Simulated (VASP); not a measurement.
# La (P6_3/mmc) in VASP: notebook, part 2 of 2

VASP 6.6.1. The steps go on from the part before.

### Step 3. Single point, r2SCAN (40.45 Å³/atom)

This run uses another cell than the first one, of 40.45 Å³/atom.

POSCAR

```
La
1.0
    3.8855770862      0.0000000000      0.0000000000
   -1.9427885431      3.3650084650      0.0000000000
    0.0000000000      0.0000000000     12.3755337519
La
4
Direct
    0.0000000000      1.0000000000      0.0000000000
    0.0000000000      1.0000000000      0.5000000000
    0.3333333333      0.6666666667      0.7500000000
    0.6666666667      0.3333333333      0.2500000000
```

INCAR.step1

```
  ALGO = Normal
  EDIFF = 1E-4
  ENCUT = 520
  GGA = PE
  ISMEAR = -1
  LASPH = T
  LCHARG = F
  LREAL = F
  LWAVE = T
  NBANDS = 30
  NELM = 100
  PREC = Accurate
  SIGMA = 0.1
```

INCAR.step2

```
  ALGO = Normal
  EDIFF = 1E-7
  ENCUT = 520
  ISIF = 2
  ISMEAR = -1
  ISTART = 1
  LASPH = T
  LCHARG = F
  LMIXTAU = T
  LREAL = F
  LWAVE = F
  METAGGA = R2SCAN
  NBANDS = 30
  NELM = 100
  PREC = Accurate
  SIGMA = 0.1
```

KPOINTS

```
k-points
0
Gamma
  13 13 4
```

Potentials or basis: VASP PAW PBE potentials, release 64 (La).

Started as:

```
> cat potpaw_PBE.64/La/POTCAR > POTCAR
> cp INCAR.step1 INCAR
> mpirun -np 1 vasp_std > vasp.out
> cp INCAR.step2 INCAR
> mpirun -np 1 vasp_std > vasp.out
```

OUTCAR:

```text
EDIFF = 1E-7
   ENCUT = 520
   ISIF = 2
   ISMEAR = -1
   ISTART = 1
   LASPH = T
   LREAL = F
   METAGGA = R2SCAN
   NELM = 100
   PREC = Accurate

 ion  position               nearest neighbor table
   1  0.000  0.000  0.000-
   2  0.000  0.000  0.500-
   3  0.333  0.667  0.750-
   4  0.667  0.333  0.250-

  LATTYP: Found a hexagonal cell.
 ALAT       =     3.8855770862
[... 199 lines left out ...]
      3     -26.9412      2.00000
      4     -26.8589      2.00000
      5     -10.8343      2.00000
      6     -10.2797      2.00000
[... 781 lines left out ...]
     29       8.7892      0.00000
     30       8.8052      0.00000

 [... further k-points ...]
[... 5 lines left out ...]
  --------------------------------------------------------------------------------------
  -------------------------------------------------------------------------------------
  Total       -1.6633927     -1.6633927     -1.5796377      0.0000000      0.0000000      0.0000000
  in kB      -16.4702329    -16.4702329    -15.6409255      0.0000000      0.0000000      0.0000000
  external PRESSURE =     -16.1937971 kB  Pullay stress =       0.0000000 kB

 VOLUME and BASIS-vectors are now :
 -----------------------------------------------------------------------------
  energy-cutoff  :      520.00
  volume of cell :      161.81
      direct lattice vectors                 reciprocal lattice vectors
     3.885577086  0.000000000  0.000000000     0.257362028  0.148588036  0.000000000
    -1.942788543  3.365008465  0.000000000     0.000000000  0.297176073  0.000000000
     0.000000000  0.000000000 12.375533752     0.000000000  0.000000000  0.080804596

 POSITION                                       TOTAL-FORCE (eV/Angst)
 -----------------------------------------------------------------------------------
      0.00000      0.00000      0.00000        -0.000000      0.000000      0.000000
      0.00000      0.00000      6.18777        -0.000000      0.000000      0.000000
     -0.00000      2.24334      9.28165        -0.000000      0.000000      0.000000
      1.94279      1.12167      3.09388         0.000000     -0.000000      0.000000
 -----------------------------------------------------------------------------------
    total drift:                               -0.000000      0.000000      0.000000

  FREE ENERGIE OF THE ION-ELECTRON SYSTEM (eV)
  ---------------------------------------------------
  free  energy   TOTEN  =      -119.0045447844 eV

  energy  without entropy=     -118.7920775836  energy(sigma->0) =     -118.89831118
```

OUTCAR.step1:

```text
EDIFF = 1E-4
   ENCUT = 520
   GGA = PE
   ISMEAR = -1
   LASPH = T
[... 1022 lines left out ...]
      0.00000      0.00000      0.00000         0.000000     -0.000000     -0.000000
      0.00000      0.00000      6.18777         0.000000     -0.000000     -0.000000
     -0.00000      2.24334      9.28165         0.000000      0.000000     -0.000000
      1.94279      1.12167      3.09388        -0.000000      0.000000      0.000000
 -----------------------------------------------------------------------------------
    total drift:                                0.000000     -0.000000     -0.000000

  FREE ENERGIE OF THE ION-ELECTRON SYSTEM (eV)
  ---------------------------------------------------
  free  energy   TOTEN  =       -19.5786323938 eV

  energy  without entropy=      -19.3429924392  energy(sigma->0) =      -19.46081242
```

OSZICAR.step1:

```text
N       E                     dE             d eps       ncg     rms          rms(c)
DAV:   1     0.572755914308E+03    0.57276E+03   -0.14646E+04  3780   0.193E+03
DAV:   2     0.112666306309E+03   -0.46009E+03   -0.45049E+03  5508   0.387E+02
DAV:   3    -0.359296885886E+01   -0.11626E+03   -0.11379E+03  6322   0.228E+02
DAV:   4    -0.172051413656E+02   -0.13612E+02   -0.13176E+02  7056   0.807E+01
DAV:   5    -0.192269925625E+02   -0.20219E+01   -0.19613E+01  7480   0.328E+01    0.455E+00
DAV:   6    -0.195156916348E+02   -0.28870E+00   -0.28386E+00  7472   0.127E+01    0.226E+00
DAV:   7    -0.195654908757E+02   -0.49799E-01   -0.43302E-01  7536   0.598E+00    0.631E-01
DAV:   8    -0.195766199875E+02   -0.11129E-01   -0.63699E-02  7512   0.209E+00    0.185E-01
DAV:   9    -0.195784424103E+02   -0.18224E-02   -0.91001E-03  6720   0.873E-01    0.735E-02
DAV:  10    -0.195786191428E+02   -0.17673E-03   -0.14562E-03  6008   0.371E-01    0.124E-02
DAV:  11    -0.195786323938E+02   -0.13251E-04   -0.23209E-04  4696   0.192E-01
   1 F= -.19578632E+02 E0= -.19460812E+02  d E =-.235640E+00
```

Run time: 18 min. Hardware: 1 thread of Intel Xeon 6975P-C (Granite Rapids), shared host; peak memory 0.49 GiB.

What came out:

- Free energy: -119.0045 eV
- Pressure: -1.6 GPa
- Band gap on the k mesh: zero (bands 22 and 23 overlap by 1.19 eV)

Stress tensor (GPa, compression positive):
```
-1.65  0.00  0.00
 0.00 -1.65  0.00
 0.00  0.00 -1.56
```

Caveat: the PAW data sets were made with another functional, which shifts forces and pressure a little; spin-orbit coupling is left out, which moves the levels of the heavy elements.

### Step 4. Single point, r2SCAN

This run uses another cell than the first one, of 37.46 Å³/atom.

POSCAR

```
La
1.0
    3.7871652420      0.0000000000      0.0000000000
   -1.8935826210      3.2797813079      0.0000000000
    0.0000000000      0.0000000000     12.0620946415
La
4
Direct
    1.0000000000      0.0000000000      0.0000000000
    1.0000000000      0.0000000000      0.5000000000
    0.3333333333      0.6666666667      0.7500000000
    0.6666666667      0.3333333333      0.2500000000
```

INCAR.step1

```
SYSTEM = La
ALGO     = Normal         ! electronic algorithm
EDIFF    = 1E-4           ! SCF threshold, eV
ENCUT    = 520            ! plane-wave cutoff, eV
GGA      = PE             ! functional
ISMEAR   = 0              ! smearing method
LASPH    = .TRUE.         ! aspherical terms in the spheres
LCHARG   = .FALSE.        ! write CHGCAR
LREAL    = .FALSE.        ! projectors in reciprocal space
LWAVE    = .TRUE.         ! write WAVECAR
NBANDS   = 30             ! bands
NELM     = 80             ! most SCF steps
PREC     = Accurate       ! precision mode
SIGMA    = 0.01           ! smearing width, eV
```

INCAR.step2

```
SYSTEM = La
ALGO     = Normal         ! electronic algorithm
EDIFF    = 1E-6           ! SCF threshold, eV
ENCUT    = 520            ! plane-wave cutoff, eV
ISIF     = 2              ! what is computed and relaxed
ISMEAR   = 0              ! smearing method
ISTART   = 1            
LASPH    = .TRUE.         ! aspherical terms in the spheres
LCHARG   = .TRUE.         ! write CHGCAR
LELF     = .TRUE.         ! ELF
LMIXTAU  = .TRUE.       
LREAL    = .FALSE.        ! projectors in reciprocal space
LVHAR    = .TRUE.       
LWAVE    = .FALSE.        ! write WAVECAR
METAGGA  = R2SCAN         ! meta-GGA
NBANDS   = 30             ! bands
NELM     = 80             ! most SCF steps
PREC     = Accurate       ! precision mode
SIGMA    = 0.01           ! smearing width, eV
```

KPOINTS

```
k-points
0
G
  10 10 3
  0 0 0
```

Potentials or basis: VASP PAW PBE potentials, release 64 (La).

Started as:

```
> cat potpaw_PBE.64/La/POTCAR > POTCAR
> cp INCAR.step1 INCAR
> mpirun -np 1 vasp_std > vasp.out
> cp INCAR.step2 INCAR
> mpirun -np 1 vasp_std > vasp.out
```

OUTCAR:

```text
SYSTEM = La
   EDIFF = 1E-6
   ENCUT = 520
   ISIF = 2
   ISMEAR = 0
   ISTART = 1
   LASPH = .TRUE.
   LREAL = .FALSE.
   METAGGA = R2SCAN
   NELM = 80
   PREC = Accurate

 ion  position               nearest neighbor table
   1  0.000  0.000  0.000-
   2  0.000  0.000  0.500-
   3  0.333  0.667  0.750-
   4  0.667  0.333  0.250-

  LATTYP: Found a hexagonal cell.
 ALAT       =     3.7871652420
 C/A-ratio  =     3.1849929619

[... 199 lines left out ...]
      5     -10.1683      2.00000
      6      -9.4914      2.00000
[... 781 lines left out ...]
     29       9.7441      0.00000
     30       9.8222      0.00000

 [... further k-points ...]
[... 5 lines left out ...]
  --------------------------------------------------------------------------------------
  -------------------------------------------------------------------------------------
  Total        0.1651768      0.1651768     -0.0577834      0.0000000      0.0000000     -0.0000000
  in kB        1.7663541      1.7663541     -0.6179198      0.0000000      0.0000000     -0.0000000
  external PRESSURE =       0.9715961 kB  Pullay stress =       0.0000000 kB

 VOLUME and BASIS-vectors are now :
 -----------------------------------------------------------------------------
  energy-cutoff  :      520.00
  volume of cell :      149.82
      direct lattice vectors                 reciprocal lattice vectors
     3.787165242  0.000000000  0.000000000     0.264049741  0.152449189  0.000000000
    -1.893582621  3.279781308  0.000000000     0.000000000  0.304898378  0.000000000
     0.000000000  0.000000000 12.062094641     0.000000000  0.000000000  0.082904340

 POSITION                                       TOTAL-FORCE (eV/Angst)
 -----------------------------------------------------------------------------------
      0.00000      0.00000      0.00000         0.000000      0.000000      0.000000
      0.00000      0.00000      6.03105        -0.000000      0.000000      0.000000
     -0.00000      2.18652      9.04657         0.000000      0.000000     -0.000000
      1.89358      1.09326      3.01552        -0.000000     -0.000000      0.000000
 -----------------------------------------------------------------------------------
    total drift:                               -0.000000      0.000000      0.000000

  FREE ENERGIE OF THE ION-ELECTRON SYSTEM (eV)
  ---------------------------------------------------
  free  energy   TOTEN  =      -118.9712650851 eV

  energy  without entropy=     -118.9707078595  energy(sigma->0) =     -118.97098647
```

It took 14 min on 1 thread of Intel Xeon Platinum 8259CL at 2.50GHz (Skylake/Cascade Lake), shared host; peak memory 0.34 GiB.

What came out:

| Property | Result |
| --- | --- |
| Free energy | -118.9713 eV |
| Pressure | 0.1 GPa |
| Band gap on the k mesh | zero (bands 22 and 23 overlap by 1.29 eV) |

Stress tensor (GPa, compression positive):
```
 0.18  0.00  0.00
 0.00  0.18  0.00
 0.00  0.00 -0.06
```

Levels at points of the mesh, in eV from the Fermi level:
| k point | band 20 | band 21 | band 22 | band 23 | band 24 | band 25 |
| --- | --- | --- | --- | --- | --- | --- |
| (0.00, 0.00, 0.00) | -1.82 | 0.53 | 0.70 | 1.35 | 1.35 | 1.42 |
| (0.50, 0.00, 0.00) | -1.07 | -0.66 | -0.28 | -0.20 | 0.53 | 1.00 |

Caveat: the PAW data sets were made with another functional, which shifts forces and pressure a little; spin-orbit coupling is left out, which moves the levels of the heavy elements.

### Step 5. The runs side by side

```csv
cell,k mesh,smearing,gap on the mesh (eV),pressure (GPa)
"a = 3.837, b = 3.837, c = 12.221 Å, angles 90.0, 90.0, 120.0°, 4 atoms",13 × 13 × 4,fermi-dirac 0.1 eV,none,-0.8
"a = 3.886, b = 3.886, c = 12.376 Å, angles 90.0, 90.0, 120.0°, 4 atoms",13 × 13 × 4,fermi-dirac 0.1 eV,none,-1.6
"a = 3.787, b = 3.787, c = 12.062 Å, angles 90.0, 90.0, 120.0°, 4 atoms",10 × 10 × 3,gaussian 0.01 eV,none,0.1
```

Alike in all rows: task single point; level r2SCAN; potentials or basis VASP PAW PBE potentials, release 64 (La); no spin polarisation; cutoff (eV) 520.

Caveats: the PAW data sets were made with another functional, which shifts forces and pressure a little; spin-orbit coupling is left out, which moves the levels of the heavy elements.

Total energies depend on the potentials used, so only differences within one code and one set of settings carry meaning.
